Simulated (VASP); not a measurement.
# NiO2 (P6_3/mmc) in VASP: further runs

NiO2 is run at these levels: PBEsol; tasks: single point.

All numbers are computed with VASP 6.6.1; they aren't measurements. Logs are shortened: lines on timing, memory, paths and dates and some standing lists are left out, and cuts for length are marked.

**1. The cell of the first run**

It takes space group P6_3/mmc (No. 194, hexagonal). Conventional cell: a = 2.821 Å, b = 2.821 Å, c = 10.552 Å, α = 90.00°, β = 90.00°, γ = 120.00°. Ni (site symmetry -3m) has 6 O at 1.87 Å within 2.5 Å. Within 2.5 Å of O (site symmetry 3m) lie 3 Ni at 1.87 Å and 3 O at 2.44 Å.

**2. Single point, PBEsol**

INCAR

```
SYSTEM = NiO2
PREC = Accurate
ENCUT = 520
EDIFF = 1E-6
ISMEAR = 0
SIGMA = 0.05
LREAL = .FALSE.
LASPH = .TRUE.
NELM = 80
ALGO = Normal
ISIF = 2
LWAVE = .FALSE.
LCHARG = .FALSE.
GGA = PS
NBANDS = 31
```

KPOINTS

```
regular mesh
0
G
  12 12 4
  0 0 0
```

POSCAR

```
NiO2
1.0
    2.8214722021      0.0000000000      0.0000000000
   -1.4107361010      2.4434666031      0.0000000000
    0.0000000000      0.0000000000     10.5519382886
Ni O
2 4
Direct
    0.0000000000      0.0000000000      0.0000000000
    0.0000000000      0.0000000000      0.5000000000
    0.6666666667      0.3333333333      0.0860929541
    0.6666666667      0.3333333333      0.4139070459
    0.3333333333      0.6666666667      0.9139070459
    0.3333333333      0.6666666667      0.5860929541
```

Potentials or basis: VASP PAW PBE potentials, release 64 (Ni, O).

Run with:

```console
$ cat potpaw_PBE.64/Ni/POTCAR potpaw_PBE.64/O/POTCAR > POTCAR
$ mpirun -np 1 vasp_std > vasp.out
```

OUTCAR:

```text
SYSTEM = NiO2
   PREC = Accurate
   ENCUT = 520
   EDIFF = 1E-6
   ISMEAR = 0
   LREAL = .FALSE.
   LASPH = .TRUE.
   NELM = 80
   ISIF = 2
   GGA = PS

 ion  position               nearest neighbor table
   1  0.000  0.000  0.000-   3 1.87   5 1.87   5 1.87   3 1.87   3 1.87   5 1.87
   2  0.000  0.000  0.500-   4 1.87   6 1.87   6 1.87   4 1.87   4 1.87   6 1.87
   3  0.667  0.333  0.086-   1 1.87   1 1.87   1 1.87
   4  0.667  0.333  0.414-   2 1.87   2 1.87   2 1.87
   5  0.333  0.667  0.914-   1 1.87   1 1.87   1 1.87
   6  0.333  0.667  0.586-   2 1.87   2 1.87   2 1.87

  LATTYP: Found a hexagonal cell.
 ALAT       =     2.8214722021
 C/A-ratio  =     3.7398696612

  Lattice vectors:

 A1 = (   2.8214722021,   0.0000000000,   0.0000000000)
 A2 = (  -1.4107361010,   2.4434666031,   0.0000000000)
 A3 = (   0.0000000000,   0.0000000000,  10.5519382886)

Analysis of symmetry for initial positions (statically):
=====================================================================
 Subroutine PRICEL returns:
 Original cell was already a primitive cell.

 Routine SETGRP: Setting up the symmetry group for a
 hexagonal supercell.

 Subroutine GETGRP returns: Found 24 space group operations
 (whereof 12 operations were pure point group operations)
 out of a pool of 24 trial point group operations.

The static configuration has the point symmetry D_3d.
 The point group associated with its full space group is D_6h.

Analysis of symmetry for dynamics (positions and initial velocities):
=====================================================================
 Subroutine PRICEL returns:
 Original cell was already a primitive cell.

 Routine SETGRP: Setting up the symmetry group for a
 hexagonal supercell.

 Subroutine GETGRP returns: Found 24 space group operations
 (whereof 12 operations were pure point group operations)
 out of a pool of 24 trial point group operations.

The dynamic configuration has the point symmetry D_3d.
 The point group associated with its full space group is D_6h.

 Subroutine INISYM returns: Found 24 space group operations
 (whereof 12 operations are pure point group operations),
 and found     1 'primitive' translations

----------------------------------------------------------------------------------------

                                     Primitive cell

  volume of cell :      72.7469

  direct lattice vectors                    reciprocal lattice vectors
     2.821472202  0.000000000  0.000000000     0.354424899  0.204627311  0.000000000
    -1.410736101  2.443466603  0.000000000     0.000000000  0.409254622  0.000000000
     0.000000000  0.000000000 10.551938289     0.000000000  0.000000000  0.094769318

  length of vectors
     2.821472202  2.821472202 10.551938289     0.409254622  0.409254622  0.094769318

  position of ions in fractional coordinates (direct lattice)
     0.000000000  0.000000000  0.000000000
     0.000000000  0.000000000  0.500000000
     0.666666667  0.333333333  0.086092954
     0.666666667  0.333333333  0.413907046
     0.333333333  0.666666667  0.913907046
     0.333333333  0.666666667  0.586092954

  ion indices of the primitive-cell ions
   primitive index   ion index
                 1           1
                 2           2
                 3           3
                 4           4
                 5           5
                 6           6

----------------------------------------------------------------------------------------

 KPOINTS: regular mesh

Automatic generation of k-mesh.
 Grid dimensions read from file:
 generate k-points for:   12   12    4

 Generating k-lattice:

  Cartesian coordinates                     Fractional coordinates (reciprocal lattice)
     0.029535408  0.017052276  0.000000000     0.083333333  0.000000000  0.000000000
     0.000000000  0.034104552  0.000000000     0.000000000  0.083333333  0.000000000
     0.000000000  0.000000000  0.023692330     0.000000000  0.000000000  0.250000000

  Length of vectors
     0.034104552  0.034104552  0.023692330

  Shift w.r.t. Gamma in fractional coordinates (k-lattice)
     0.000000000  0.000000000  0.000000000

 Subroutine IBZKPT returns following result:
 ===========================================

 Found     57 irreducible k-points:

 Following reciprocal coordinates:
            Coordinates               Weight
  0.000000  0.000000  0.000000      1.000000
  0.083333  0.000000  0.000000      6.000000
  0.166667  0.000000  0.000000      6.000000
  0.250000  0.000000  0.000000      6.000000
  0.333333  0.000000  0.000000      6.000000
  0.416667 -0.000000  0.000000      6.000000
[... 16 lines left out ...]
  0.250000  0.000000  0.250000     12.000000
  0.333333  0.000000  0.250000     12.000000
 [... further k-points ...]
   k-points           NKPTS =     57   k-points in BZ     NKDIM =     57   number of bands    NBANDS=     31
   number of dos      NEDOS =    301   number of ions     NIONS =      6
   total plane-waves  NPLWV =  46080
   dimension x,y,z NGX =    24 NGY =   24 NGZ =   80
   dimension x,y,z NGXF=    48 NGYF=   48 NGZF=  160
   ions per type =               2   4
   NGX,Y,Z   is equivalent  to a cutoff of  14.14, 14.14, 12.60 a.u.
   NGXF,Y,Z  is equivalent  to a cutoff of  28.28, 28.28, 25.21 a.u.
 SYSTEM =  NiO2
   PREC   = accura    normal or accurate (medium, high low for compatibility)
   ISTART =      0    job   : 0-new  1-cont  2-samecut
   ICHARG =      2    charge: 1-file 2-atom 10-const
   ISPIN  =      1    spin polarized calculation?
   LNONCOLLINEAR =      F non collinear calculations
   LSORBIT =      F    spin-orbit coupling
   LASPH  =      T    aspherical Exc in radial PAW
   ENCUT  =  520.0 eV  38.22 Ry    6.18 a.u.   5.25  5.25 19.62*2*pi/ulx,y,z
   NELM   =     80;   NELMIN=  2; NELMDL= -5     # of ELM steps
   EDIFF  = 0.1E-05   stopping-criterion for ELM
   LREAL  =      F    real-space projection
   EDIFFG = 0.1E-04   stopping-criterion for IOM
   NSW    =      0    number of steps for IOM
   IBRION =     -1    ionic relax: 0-MD 1-quasi-New 2-CG
   NFREE  =      0    steps in history (QN), initial steepest desc. (CG)
   ISIF   =      2    stress and relaxation
   ISYM   =      2    0-nonsym 1-usesym 2-fastsym
   POTIM  = 0.5000    time-step for ionic-motion
   TEBEG  =    0.0;   TEEND  =   0.0 temperature during run
   PSTRESS=    0.0 pullay stress
   NELECT =      44.0000    total number of electrons
   NUPDOWN=      -1.0000    fix difference up-down
   EMIN   =  10.00;   EMAX   =-10.00  energy-range for DOS
   EFERMI =   0.00;   METHOD = LEGACY
   ISMEAR =     0;   SIGMA  =   0.05  broadening in eV -4-tet -1-fermi 0-gaus
   EFERMI_NEDOS =   21; number of points for ismear=-14 and -15
   IALGO  =     38    algorithm
   IMIX   =      4    mixing-type and parameters
     AMIX     =   0.40;   BMIX     =  1.00
     AMIX_MAG =   1.60;   BMIX_MAG =  1.00
  volume/ion in A,a.u.               =      12.12        81.82
  Fermi-wavevector in a.u.,A,eV,Ry     =   1.384483  2.616293 26.079549  1.916793
  Thomas-Fermi vector in A             =   2.508983
   LORBIT       =      0    0 simple, 1 ext, 2 COOP (PROOUT), +10 PAW based schemes
   GGA     = PS    functional components
   LHFCALC =     F    Hartree Fock is set to
   AEXX    =    0.0000 exact exchange contribution
   IVDW    =     0    specifies the selected vdW correction
   LEPSILON=     F    determine dielectric tensor
   LRPA    =     F    only Hartree local field effects (RPA)
 non-spin polarized calculation
 Gauss-broadening in eV      SIGMA  =   0.05
  energy-cutoff  :      520.00
  volume of cell :       72.75
 maximum number of plane-waves:      2000
 NGX is ok and might be reduce to    24
   NGX = 11   NGY = 11   NGZ = 39

 number of electron      44.0000011 magnetization

 Free energy of the ion-electron system (eV)
  ---------------------------------------------------
  ext. energy  EPLUGINS =         0.00000000
  ---------------------------------------------------
  free energy    TOTEN  =       -37.49009768 eV

  energy without entropy =      -37.49009768  energy(sigma->0) =      -37.49009768

 E-fermi :   1.3814     XC(G=0):  -9.8083

 val. band max:        1.1594182523   @ k =   0.0833   0.0000   0.0000
 cond. band min:       2.2062914196   @ k =   0.2500   0.0000   0.0000
 fundamental gap:      1.0468731673
 Fermi energy:         1.3814391126

 k-point     1 :       0.0000    0.0000    0.0000
  band No.  band energies     occupation
      1     -18.4281      2.00000
      2     -18.4093      2.00000
      3     -15.8857      2.00000
      4     -15.8480      2.00000
      5      -4.5194      2.00000
      6      -4.5194      2.00000
[... 23 lines left out ...]
     30      12.0540      0.00000
     31      13.4291      0.00000

 k-point     2 :       0.0833    0.0000    0.0000
  band No.  band energies     occupation
      1     -18.3370      2.00000
      2     -18.3183      2.00000
      3     -15.8950      2.00000
      4     -15.8583      2.00000
      5      -4.5697      2.00000
      6      -4.5520      2.00000
[... 23 lines left out ...]
     30      12.3681      0.00000
     31      13.7392      0.00000

 k-point     3 :       0.1667    0.0000    0.0000
  band No.  band energies     occupation
      1     -18.0764      2.00000
      2     -18.0581      2.00000
      3     -15.9239      2.00000
      4     -15.8911      2.00000
      5      -4.6640      2.00000
      6      -4.6156      2.00000
[... 23 lines left out ...]
     30      13.1517      0.00000
     31      14.4098      0.00000

 k-point     4 :       0.2500    0.0000    0.0000
  band No.  band energies     occupation
      1     -17.6864      2.00000
      2     -17.6689      2.00000
      3     -15.9779      2.00000
      4     -15.9504      2.00000
      5      -4.7317      2.00000
      6      -4.6603      2.00000
[... 635 lines left out ...]
     30      12.9596      0.00000
     31      14.4651      0.00000

 k-point    23 :       0.2500    0.0000    0.2500
  band No.  band energies     occupation
      1     -17.6839      2.00000
      2     -17.6714      2.00000
      3     -15.9739      2.00000
      4     -15.9544      2.00000
      5      -4.7221      2.00000
      6      -4.6718      2.00000
[... 23 lines left out ...]
     30      13.7635      0.00000
     31      15.0257      0.00000

 k-point    24 :       0.3333    0.0000    0.2500
  band No.  band energies     occupation
      1     -17.2315      2.00000
      2     -17.2196      2.00000
      3     -16.0639      2.00000
      4     -16.0480      2.00000
      5      -4.9061      2.00000
      6      -4.8627      2.00000
[... 23 lines left out ...]
     30      14.2865      0.00000
     31      15.1664      0.00000

 [... further k-points ...]

------------------------ aborting loop because EDIFF is reached ----------------------------------------

  FORCE on cell =-STRESS in cart. coord.  units (eV):
  Direction    XX          YY          ZZ          XY          YZ          ZX
  --------------------------------------------------------------------------------------
  -------------------------------------------------------------------------------------
  Total       -1.3724543     -1.3724543      0.6744504     -0.0000000     -0.0000000      0.0000000
  in kB      -30.2269296    -30.2269296     14.8540937     -0.0000000     -0.0000000      0.0000000
  external PRESSURE =     -15.1999219 kB  Pullay stress =       0.0000000 kB

 VOLUME and BASIS-vectors are now :
 -----------------------------------------------------------------------------
  energy-cutoff  :      520.00
  volume of cell :       72.75
      direct lattice vectors                 reciprocal lattice vectors
     2.821472202  0.000000000  0.000000000     0.354424899  0.204627311  0.000000000
    -1.410736101  2.443466603  0.000000000     0.000000000  0.409254622  0.000000000
     0.000000000  0.000000000 10.551938289     0.000000000  0.000000000  0.094769318

 POSITION                                       TOTAL-FORCE (eV/Angst)
 -----------------------------------------------------------------------------------
      0.00000      0.00000      0.00000        -0.000000      0.000000      0.000000
      0.00000      0.00000      5.27597        -0.000000      0.000000      0.000000
      1.41074      0.81449      0.90845        -0.000000     -0.000000      0.194016
      1.41074      0.81449      4.36752        -0.000000     -0.000000     -0.194016
     -0.00000      1.62898      9.64349         0.000000      0.000000     -0.194016
     -0.00000      1.62898      6.18442         0.000000      0.000000      0.194016
 -----------------------------------------------------------------------------------
    total drift:                               -0.000000      0.000000      0.000000

  FREE ENERGIE OF THE ION-ELECTRON SYSTEM (eV)
  ---------------------------------------------------
  free  energy   TOTEN  =       -37.4900976819 eV

  energy  without entropy=      -37.4900976819  energy(sigma->0) =      -37.49009768
```

Wall time 3.6 min (1 thread of Intel Xeon 8259CL, shared host); peak memory 0.26 GiB.

What came out:

```
Free energy            : -37.4901 eV
Pressure               : -1.5 GPa
Largest force          : 0.194 eV/Å
Band gap on the k mesh : 1.05 eV (least direct gap 1.31 eV)
```

Forces in eV/Å, atoms in the order of the input:
```
Ni   0.000  0.000  0.000
Ni   0.000  0.000  0.000
O    0.000  0.000  0.194
O    0.000  0.000 -0.194
O    0.000  0.000 -0.194
O    0.000  0.000  0.194
```

Caveat: the PAW data sets were made with another functional, which shifts forces and pressure a little; the run has no spin polarisation, though such a crystal can be magnetic. Spin polarisation is off, so any magnetic state and its effect on volume and gap are missing.

[end of part 1 of 2]
